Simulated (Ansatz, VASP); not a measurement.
MgSi2N2 in VASP and in Ansatz

```
Mg Si N
1.0
    -1.92057    1.92057    4.48309
     1.92057   -1.92057    4.48309
     1.92057    1.92057   -4.48309
Mg Si N
1 2 2
Direct
  0.00000 0.00000 0.00000
  0.75000 0.25000 0.50000
  0.25000 0.75000 0.50000
  0.24487 0.24487 0.00000
  0.75513 0.75513 0.00000
```

Alike in both runs: task single point; functional PBE; k mesh 14 × 14 × 14; occupations gaussian, width 0.1 eV; no spin polarisation.

```csv
,VASP,Ansatz
version,VASP 6.6.1,Ansatz 0.2.0
potentials or method,"VASP PAW PBE potentials, release 64 (Mg, Si, N), cutoff 520 eV","scalar-relativistic, plane waves, PAW"
valence electrons in the cell,20,28
```

VASP gave:

- gap on the k mesh at the Fermi level (eV): none
- pressure (GPa): -0.1
- traceless stress, the component that is largest in VASP (GPa): -0.16
- rms of the force components (eV/Å): 0.004

What did Ansatz give for the same quantities?

gap on the k mesh at the Fermi level (eV): none; pressure (GPa): 0.0; traceless stress, the component that is largest in VASP (GPa): 0.00; rms of the force components (eV/Å): 0.000.

Atom by atom the forces differ by 0.004 eV/Å (rms over components). A gap of «none» marks a metal or a gap that the smearing closes. VASP's potentials hold 20 valence electrons a cell and Ansatz's 28, so a difference there can come from the potentials and not from the codes.
